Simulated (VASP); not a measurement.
# Pt (Fm-3m) in VASP: a series of runs, part 2 of 2

VASP 6.6.1. Earlier steps stand in the parts before.

## Step 4: Relaxation of cell and atoms, PBE

This run uses another cell than the first one, of 15.33 Å³/atom.

The input, INCAR:

```
SYSTEM = Pt
ALGO = Fast
EDIFF = 1E-7
EDIFFG = -0.002
ENCUT = 600
GGA = PE
IBRION = 2
ISIF = 3
ISMEAR = 0
LASPH = .True.
LCHARG = .False.
LREAL = .False.
LWAVE = .False.
NELM = 60
NSW = 100
PREC = Accurate
SIGMA = 0.1
```

The input, KPOINTS:

```
k-points
0
Gamma
  18 18 18
  0 0 0
```

The input, POSCAR:

```
Pt
1.0
    0.0000000000      1.9715751800      1.9715751800
    1.9715751800      0.0000000000      1.9715751800
    1.9715751800      1.9715751800      0.0000000000
Pt
1
Direct
    0.0000000000      0.0000000000      0.0000000000
```

Potentials or basis: VASP PAW PBE potentials, release 64 (Pt).

Launch:

```console
$ cat potpaw_PBE.64/Pt/POTCAR > POTCAR
$ mpirun -np 1 vasp_std > vasp.out
```

OUTCAR:

```text
SYSTEM = Pt
   EDIFF = 1E-7
   EDIFFG = -0.002
   ENCUT = 600
   GGA = PE
   IBRION = 2
   ISIF = 3
   ISMEAR = 0
   LASPH = .True.
   LREAL = .False.
   NELM = 60
   NSW = 100
   PREC = Accurate

 ion  position               nearest neighbor table
   1  0.000  0.000  0.000-

  LATTYP: Found a face centered cubic cell.
 ALAT       =     3.9431503600

  Lattice vectors:

 A1 = (   0.0000000000,   1.9715751800,   1.9715751800)
 A2 = (   1.9715751800,   0.0000000000,   1.9715751800)
 A3 = (   1.9715751800,   1.9715751800,   0.0000000000)

Analysis of symmetry for initial positions (statically):
=====================================================================
 Subroutine PRICEL returns:
 Original cell was already a primitive cell.

 Routine SETGRP: Setting up the symmetry group for a
 face centered cubic supercell.

 Subroutine GETGRP returns: Found 48 space group operations
 (whereof 48 operations were pure point group operations)
 out of a pool of 48 trial point group operations.

The static configuration has the point symmetry O_h .

Analysis of symmetry for dynamics (positions and initial velocities):
=====================================================================
 Subroutine PRICEL returns:
 Original cell was already a primitive cell.

 Routine SETGRP: Setting up the symmetry group for a
 face centered cubic supercell.

 Subroutine GETGRP returns: Found 48 space group operations
 (whereof 48 operations were pure point group operations)
 out of a pool of 48 trial point group operations.

The dynamic configuration has the point symmetry O_h .

 Subroutine INISYM returns: Found 48 space group operations
 (whereof 48 operations are pure point group operations),
 and found     1 'primitive' translations

----------------------------------------------------------------------------------------

                                     Primitive cell

  volume of cell :      15.3275

  direct lattice vectors                    reciprocal lattice vectors
     0.000000000  1.971575180  1.971575180    -0.253604329  0.253604329  0.253604329
[... 115 lines left out ...]
 conjugate gradient relaxation of ions
 non-spin polarized calculation
 RMM-DIIS sequential band-by-band and
 Gauss-broadening in eV      SIGMA  =   0.10
  energy-cutoff  :      600.00
  volume of cell :       15.33
 maximum number of plane-waves:       532
   NGX = 11   NGY = 11   NGZ = 11

--------------------------------------- Ionic step        1  -------------------------------------------

 number of electron      10.0000001 magnetization

 Free energy of the ion-electron system (eV)
  ---------------------------------------------------
  ext. energy  EPLUGINS =         0.00000000
  ---------------------------------------------------
  free energy    TOTEN  =        -6.09581279 eV

  energy without entropy =       -6.08487783  energy(sigma->0) =       -6.09034531

------------------------ aborting loop because EDIFF is reached ----------------------------------------

  FORCE on cell =-STRESS in cart. coord.  units (eV):
  Direction    XX          YY          ZZ          XY          YZ          ZX
  --------------------------------------------------------------------------------------
  -------------------------------------------------------------------------------------
  Total        0.4707048      0.4707048      0.4707048      0.0000000      0.0000000      0.0000000
  in kB       49.2027305     49.2027305     49.2027305      0.0000000      0.0000000      0.0000000
  external PRESSURE =      49.2027305 kB  Pullay stress =       0.0000000 kB
[... 22 lines left out ...]
--------------------------------------- Ionic step        2  -------------------------------------------

 number of electron       9.9999999 magnetization

 E-fermi :   9.7259     XC(G=0): -12.9929

 val. band max:        9.7233388515   @ k =  -0.3333   0.3889   0.1111
 cond. band min:       9.7269878114   @ k =   0.3889   0.3333   0.0556
 fundamental gap:      0.0036489599
 Fermi energy:         9.7258779886

 k-point     1 :       0.0000    0.0000    0.0000
  band No.  band energies     occupation
      1       0.4199      2.00000
      2       6.4218      2.00000
      3       6.4218      2.00000
      4       6.4218      2.00000
      5       8.2973      2.00000
      6       8.2973      2.00000
      7      24.5623      0.00000
      8      29.0601      0.00000
      9      29.0601      0.00000
[... 310 lines left out ...]
--------------------------------------- Ionic step        3  -------------------------------------------

 number of electron      10.0000002 magnetization

 Free energy of the ion-electron system (eV)
  ---------------------------------------------------
  ext. energy  EPLUGINS =         0.00000000
  ---------------------------------------------------
  free energy    TOTEN  =        -6.10015839 eV

  energy without entropy =       -6.08890684  energy(sigma->0) =       -6.09453262

 E-fermi :  10.5984     XC(G=0): -13.2798

 val. band max:       10.5980225941   @ k =  -0.3333   0.3889   0.1111
 cond. band min:      10.6091247029   @ k =   0.4444   0.1111   0.0000
 fundamental gap:      0.0111021088
 Fermi energy:        10.5983538649

 k-point     1 :       0.0000    0.0000    0.0000
  band No.  band energies     occupation
      1       0.7740      2.00000
      2       7.0203      2.00000
      3       7.0203      2.00000
      4       7.0203      2.00000
      5       9.0528      2.00000
      6       9.0528      2.00000
      7      25.3314      0.00000
      8      30.0988      0.00000
      9      30.0988      0.00000
[... 304 lines left out ...]
  FREE ENERGIE OF THE ION-ELECTRON SYSTEM (eV)
  ---------------------------------------------------
  free  energy   TOTEN  =        -6.1001583868 eV

  energy  without entropy=       -6.0889068447  energy(sigma->0) =       -6.09453262

 reached required accuracy - stopping structural energy minimisation
```

CONTCAR:

```text
Pt
   1.00000000000000
     0.0000000000000000    1.9841359009615731    1.9841359009615731
     1.9841359009615731    0.0000000000000000    1.9841359009615731
     1.9841359009615731    1.9841359009615731    0.0000000000000000
  Pt
     1
Direct
     0.0000000000000000    0.0000000000000000    0.0000000000000000

  0.00000000E+00  0.00000000E+00  0.00000000E+00
```

It took 28 s on 1 thread of Intel Xeon 6975P-C (Granite Rapids), shared host; peak memory 0.18 GiB.

Results:

```yaml
Free_energy: -6.1002 eV
Relaxed_volume: 15.62 Å³/atom
Relaxed_cell: a = 2.806 Å, b = 2.806 Å, c = 2.806 Å, α = 60.00°, β = 60.00°, γ = 60.00°
Space_group_after_relaxing_to_0.1_Å: Fm-3m (No. 225)
Energy_gained_by_relaxing: 4.3 meV/atom
Ionic_steps: 3
Pressure_after_relaxing: 0.0 GPa
Band_gap_on_the_k_mesh: zero (bands 5 and 6 overlap by 2.10 eV)
```

Step by step:
```
step  energy change (eV)  largest force (eV/Å)  pressure (GPa)  volume (Å³)
   1              0.0000                0.0000            4.92        15.33
   2              0.0229                0.0000          -10.60        16.40
   3             -0.0043                0.0000            0.01        15.62
```

Final structure:
```xyz
1
Lattice="0.0000 1.9841 1.9841 1.9841 0.0000 1.9841 1.9841 1.9841 0.0000" Properties=species:S:1:pos:R:3 pbc="T T T"
Pt    0.0000    0.0000    0.0000
```

Levels at points of the mesh, in eV from the Fermi level:
| k point | band 1 | band 2 | band 3 | band 4 | band 5 | band 6 | band 7 | band 8 | band 9 |
| --- | --- | --- | --- | --- | --- | --- | --- | --- | --- |
| (0.00, 0.00, 0.00) | -9.82 | -3.58 | -3.58 | -3.58 | -1.55 | -1.55 | 14.73 | 19.50 | 19.50 |
| (0.50, 0.00, 0.00) | -6.96 | -3.64 | -3.64 | -0.33 | 0.03 | 0.03 | 5.57 | 14.29 | 18.74 |
| (0.50, 0.50, 0.00) | -6.70 | -6.26 | 0.00 | 0.45 | 0.45 | 1.85 | 8.50 | 11.28 | 11.28 |

Caveat: spin-orbit coupling is left out, which moves the levels of the heavy elements.

## Step 5: Relaxation of cell and atoms, PBE

The input, INCAR:

```
ALGO = Normal
EDIFF = 1E-7
EDIFFG = -0.001
ENCUT = 600
GGA = PE
IBRION = 2
ISIF = 3
ISMEAR = -1
LASPH = T
LCHARG = F
LREAL = F
LWAVE = F
NELM = 80
NSW = 80
PREC = Accurate
SIGMA = 0.15
```

The input, KPOINTS:

```
k-points
0
Gamma
  18 18 18
```

The input, POSCAR:

```
Pt
1.0
    0.0000000000      1.9849513675      1.9849513675
    1.9849513675      0.0000000000      1.9849513675
    1.9849513675      1.9849513675      0.0000000000
Pt
1
Direct
    0.0000000000      0.0000000000      0.0000000000
```

Launch:

```console
$ cat potpaw_PBE.64/Pt/POTCAR > POTCAR
$ mpirun -np 1 vasp_std > vasp.out
```

Run time: 17 s. Hardware: 1 thread of Intel Xeon 6975P-C (Granite Rapids), shared host; peak memory 0.17 GiB.

The run converged. Its results:

```yaml
Free_energy: -6.1619 eV
Relaxed_volume: 15.67 Å³/atom
Relaxed_cell: a = 2.809 Å, b = 2.809 Å, c = 2.809 Å, α = 60.00°, β = 60.00°, γ = 60.00°
Space_group_after_relaxing_to_0.1_Å: Fm-3m (No. 225)
Energy_gained_by_relaxing: 0.0 meV/atom
Ionic_steps: 3
Pressure_after_relaxing: 0.0 GPa
Band_gap_on_the_k_mesh: zero (bands 5 and 6 overlap by 2.09 eV)
```

Final structure:
```yaml
crystal:
  lattice:
    - [0.00000, 1.98603, 1.98603]
    - [1.98603, 0.00000, 1.98603]
    - [1.98603, 1.98603, 0.00000]
  atoms:
    - { symbol: Pt, position: [0.00000, 0.00000, 0.00000] }
```

Levels at points of the mesh, in eV from the Fermi level:
```
           k point  band 3  band 4  band 5  band 6  band 7  band 8
(0.00, 0.00, 0.00)   -3.58   -3.58   -1.56   -1.56   14.72   19.47
(0.50, 0.00, 0.00)   -3.64   -0.34    0.01    0.01    5.53   14.27
(0.50, 0.50, 0.00)   -0.03    0.43    0.43    1.84    8.45   11.25
```

Caveat: spin-orbit coupling is left out, which moves the levels of the heavy elements.

## Step 6: The runs side by side

| task | cell | cutoff (eV) | smearing | gap on the mesh (eV) | pressure (GPa) | relaxed volume (Å³/atom) |
| --- | --- | --- | --- | --- | --- | --- |
| single point | a = 2.807 Å, angles 60.0°, 1 atom | 520 | gaussian 0.1 eV | none | -0.5 | - |
| single point | a = 2.810 Å, angles 60.0°, 1 atom | 520 | fermi-dirac 0.15 eV | none | -0.4 | - |
| relaxation of cell and atoms | relaxed from a = 2.788 Å, angles 60.0°, 1 atom | 600 | gaussian 0.1 eV | none | 0.0 | 15.62 |
| relaxation of cell and atoms | relaxed from a = 2.807 Å, angles 60.0°, 1 atom | 600 | fermi-dirac 0.15 eV | none | 0.0 | 15.67 |

Alike in all rows: level PBE; potentials or basis VASP PAW PBE potentials, release 64 (Pt); no spin polarisation; k mesh 18 × 18 × 18.

Caveats: spin-orbit coupling is left out, which moves the levels of the heavy elements.

Total energies depend on the potentials used, so only differences within one code and one set of settings carry meaning.
